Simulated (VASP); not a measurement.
# SiC (F-43m) in VASP: settings compared, part 2 of 2

VASP 6.6.1.

## 3. Single point, r2SCAN+rVV10

This run uses another cell than the first one, of 10.31 Å³/atom, 0.997 times its volume.

File POSCAR:

```
SiC
1.0
    0.0000000000      2.1761191415      2.1761191415
    2.1761191415      0.0000000000      2.1761191415
    2.1761191415      2.1761191415      0.0000000000
Si C
1 1
Direct
    0.0000000000      0.0000000000      0.0000000000
    0.2500000000      0.2500000000      0.2500000000
```

File INCAR.step1:

```
SYSTEM = SiC
ALGO = Normal
EDIFF = 1E-4
ENCUT = 520
GGA = PE
ISMEAR = -1
LASPH = .True.
LCHARG = .False.
LREAL = .False.
LWAVE = .True.
NBANDS = 11
NELM = 100
PREC = Accurate
SIGMA = 0.03
```

File INCAR.step2:

```
SYSTEM = SiC
ALGO = Normal
BPARAM = 11.95
CPARAM = 0.0093
EDIFF = 1E-6
ENCUT = 520
ISIF = 2
ISMEAR = -1
ISTART = 1
IVDW_NL = 2
LASPH = .True.
LCHARG = .False.
LMIXTAU = .True.
LREAL = .False.
LUSE_VDW = .True.
LWAVE = .False.
METAGGA = R2SCAN
NBANDS = 11
NELM = 100
PREC = Accurate
SIGMA = 0.03
```

File KPOINTS:

```
k-points
0
Gamma
  10 10 10
  0 0 0
```

Potentials or basis: VASP PAW PBE potentials, release 64 (Si, C).

On the command line:

```bash
$ cat potpaw_PBE.64/Si/POTCAR potpaw_PBE.64/C/POTCAR > POTCAR
$ cp INCAR.step1 INCAR
$ mpirun -np 1 vasp_std > vasp.out
$ cp INCAR.step2 INCAR
$ mpirun -np 1 vasp_std > vasp.out
```

OUTCAR:

```text
SYSTEM = SiC
   BPARAM = 11.95
   EDIFF = 1E-6
   ENCUT = 520
   ISIF = 2
   ISMEAR = -1
   ISTART = 1
   IVDW_NL = 2
   LASPH = .True.
   LREAL = .False.
   METAGGA = R2SCAN
   NELM = 100
   PREC = Accurate

 ion  position               nearest neighbor table
   1  0.000  0.000  0.000-   2 1.88   2 1.88   2 1.88   2 1.88
   2  0.250  0.250  0.250-   1 1.88   1 1.88   1 1.88   1 1.88

  LATTYP: Found a face centered cubic cell.
 ALAT       =     4.3522382830

  Lattice vectors:

 A1 = (   0.0000000000,   2.1761191415,   2.1761191415)
 A2 = (   2.1761191415,   0.0000000000,   2.1761191415)
 A3 = (   2.1761191415,   2.1761191415,   0.0000000000)

Analysis of symmetry for initial positions (statically):
=====================================================================
 Subroutine PRICEL returns:
 Original cell was already a primitive cell.

 Routine SETGRP: Setting up the symmetry group for a
 face centered cubic supercell.

 Subroutine GETGRP returns: Found 24 space group operations
 (whereof 24 operations were pure point group operations)
 out of a pool of 48 trial point group operations.

The static configuration has the point symmetry T_d .

Analysis of symmetry for dynamics (positions and initial velocities):
=====================================================================
 Subroutine PRICEL returns:
 Original cell was already a primitive cell.

 Routine SETGRP: Setting up the symmetry group for a
 face centered cubic supercell.

 Subroutine GETGRP returns: Found 24 space group operations
 (whereof 24 operations were pure point group operations)
 out of a pool of 48 trial point group operations.

The dynamic configuration has the point symmetry T_d .

 Subroutine INISYM returns: Found 24 space group operations
 (whereof 24 operations are pure point group operations),
 and found     1 'primitive' translations

----------------------------------------------------------------------------------------
[... 115 lines left out ...]
  Fermi-wavevector in a.u.,A,eV,Ry     =   1.194205  2.256720 19.403611  1.426125
  Thomas-Fermi vector in A             =   2.330201
   LORBIT       =      0    0 simple, 1 ext, 2 COOP (PROOUT), +10 PAW based schemes
   METAGGA = R2SCAN    functional components
   LHFCALC =     F    Hartree Fock is set to
   AEXX    =    0.0000 exact exchange contribution
   IVDW_NL    =     2    kernel type
   BPARAM     =11.9500
   IVDW    =     0    specifies the selected vdW correction
   LEPSILON=     F    determine dielectric tensor
   LRPA    =     F    only Hartree local field effects (RPA)
 non-spin polarized calculation
  energy-cutoff  :      520.00
  volume of cell :       20.61
 maximum number of plane-waves:       568
   NGX = 11   NGY = 11   NGZ = 11

 number of electron       8.0000001 magnetization

 Free energy of the ion-electron system (eV)
  ---------------------------------------------------
  ext. energy  EPLUGINS =         0.00000000
  ---------------------------------------------------
  free energy    TOTEN  =       -19.22184501 eV

  energy without entropy =      -19.22184501  energy(sigma->0) =      -19.22184501

 E-fermi :   8.6759     XC(G=0): -11.9813

 val. band max:        8.0263365654   @ k =   0.0000   0.0000   0.0000
 cond. band min:       9.7142374275   @ k =   0.5000   0.5000   0.0000
 fundamental gap:      1.6879008621
 Fermi energy:         8.6759102233

 k-point     1 :       0.0000    0.0000    0.0000
  band No.  band energies     occupation
      1      -8.1965      2.00000
      2       8.0263      2.00000
      3       8.0263      2.00000
      4       8.0263      2.00000
      5      14.8859      0.00000
      6      15.8935      0.00000
      7      15.8935      0.00000
      8      15.8935      0.00000
      9      23.2508      0.00000
     10      23.2508      0.00000
     11      25.7968      0.00000
[... 309 lines left out ...]
 k-point    24 :       0.4000    0.3000    0.0000
  band No.  band energies     occupation
      1      -4.9474      2.00000
      2       2.1807      2.00000
      3       4.7392      2.00000
      4       5.2693      2.00000
      5      11.2969      0.00000
      6      14.1782      0.00000
      7      20.5548      0.00000
      8      20.8564      0.00000
      9      22.8982      0.00000
     10      27.1404      0.00000
     11      30.5634      0.00000

 [... further k-points ...]
[... 5 lines left out ...]
  --------------------------------------------------------------------------------------
  -------------------------------------------------------------------------------------
  Total       -0.0165672     -0.0165672     -0.0165672     -0.0000000     -0.0000000      0.0000000
  in kB       -1.2878961     -1.2878961     -1.2878961     -0.0000000     -0.0000000      0.0000000
  external PRESSURE =      -1.2878961 kB  Pullay stress =       0.0000000 kB

 VOLUME and BASIS-vectors are now :
 -----------------------------------------------------------------------------
  energy-cutoff  :      520.00
  volume of cell :       20.61
      direct lattice vectors                 reciprocal lattice vectors
     0.000000000  2.176119142  2.176119142    -0.229766831  0.229766831  0.229766831
     2.176119142  0.000000000  2.176119142     0.229766831 -0.229766831  0.229766831
     2.176119142  2.176119142  0.000000000     0.229766831  0.229766831 -0.229766831

 POSITION                                       TOTAL-FORCE (eV/Angst)
 -----------------------------------------------------------------------------------
      0.00000      0.00000      0.00000         0.000000      0.000000      0.000000
      1.08806      1.08806      1.08806        -0.000000     -0.000000     -0.000000
 -----------------------------------------------------------------------------------
    total drift:                               -0.000001     -0.000001     -0.000001

  FREE ENERGIE OF THE ION-ELECTRON SYSTEM (eV)
  ---------------------------------------------------
  free  energy   TOTEN  =       -19.2218450066 eV

  energy  without entropy=      -19.2218450066  energy(sigma->0) =      -19.22184501
```

OUTCAR.step1:

```text
SYSTEM = SiC
   EDIFF = 1E-4
   ENCUT = 520
   GGA = PE
   ISMEAR = -1
   LASPH = .True.
   LREAL = .False.
[... 555 lines left out ...]
      0.00000      0.00000      0.00000        -0.000000     -0.000000     -0.000000
      1.08806      1.08806      1.08806         0.000000      0.000000      0.000000
 -----------------------------------------------------------------------------------
    total drift:                                0.000000      0.000000      0.000000

  FREE ENERGIE OF THE ION-ELECTRON SYSTEM (eV)
  ---------------------------------------------------
  free  energy   TOTEN  =       -15.0558211656 eV

  energy  without entropy=      -15.0558211656  energy(sigma->0) =      -15.05582117
```

OSZICAR.step1:

```text
N       E                     dE             d eps       ncg     rms          rms(c)
DAV:   1     0.292336266168E+01    0.29234E+01   -0.41175E+03  1082   0.625E+02
DAV:   2    -0.163525470003E+02   -0.19276E+02   -0.18376E+02  1325   0.109E+02
DAV:   3    -0.169196871525E+02   -0.56714E+00   -0.56618E+00  1274   0.153E+01
DAV:   4    -0.169218989946E+02   -0.22118E-02   -0.22117E-02  1188   0.122E+00
DAV:   5    -0.169219093964E+02   -0.10402E-04   -0.10402E-04  1274   0.762E-02    0.885E+00
DAV:   6    -0.151137441935E+02    0.18082E+01   -0.64934E+00  1154   0.114E+01    0.393E+00
DAV:   7    -0.150633918342E+02    0.50352E-01   -0.39675E-01  1223   0.359E+00    0.179E+00
DAV:   8    -0.150556281870E+02    0.77636E-02   -0.20775E-02  1184   0.954E-01    0.173E-01
DAV:   9    -0.150557091119E+02   -0.80925E-04   -0.17326E-03  1272   0.235E-01    0.113E-01
DAV:  10    -0.150558189648E+02   -0.10985E-03   -0.24338E-04  1147   0.949E-02    0.271E-02
DAV:  11    -0.150558211656E+02   -0.22009E-05   -0.41784E-05   628   0.345E-02
   1 F= -.15055821E+02 E0= -.15055821E+02  d E =-.792392E-11
```

Run time: 1.9 min. Hardware: 1 thread of Intel Xeon 8259CL, shared host; peak memory 0.21 GiB.

What came out:

```yaml
Free_energy: -19.2218 eV
Pressure: -0.1 GPa
Band_gap_on_the_k_mesh: 1.69 eV, indirect (least direct gap 5.03 eV)
```

Caveat: the PAW data sets were made with another functional, which shifts forces and pressure a little. r2SCAN opens gaps a little over a GGA but as a rule still falls short of measured ones.
